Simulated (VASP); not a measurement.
A run of VASP 6.6.1 is set up as follows.

Contents of INCAR:

```
PREC = Accurate ; ENCUT = 520
EDIFF = 1E-6 ; ISMEAR = -1
SIGMA = 0.05 ; LREAL = F
LASPH = T ; NELM = 150
ALGO = Normal ; ISIF = 2
LWAVE = F ; LCHARG = F
ISPIN = 2 ; MAGMOM = 0.607
LORBIT = 11 ; LMAXMIX = 4
NBANDS = 15
```

Contents of KPOINTS:

```
Automatic mesh
0
Gamma
  26 26 26
```

File POSCAR:

```
Ni
1.0
    0.0000000000      1.7569635362      1.7569635362
    1.7569635362      0.0000000000      1.7569635362
    1.7569635362      1.7569635362      0.0000000000
Ni
1
Direct
    0.0000000000      0.0000000000      0.0000000000
```

Potentials or basis: VASP PAW LDA potentials, release 64 (Ni).

Command:

```bash
$ cat potpaw_LDA.64/Ni/POTCAR > POTCAR
$ mpirun -np 1 vasp_std > vasp.out
```

Problem. What does it give for the net moment?

Solution. 0.58 μB per cell.

Problem. Predict the pressure.

Solution. -16.4 GPa.

Problem. What does it give for the site moments?

Solution. Ni +0.59 μB.
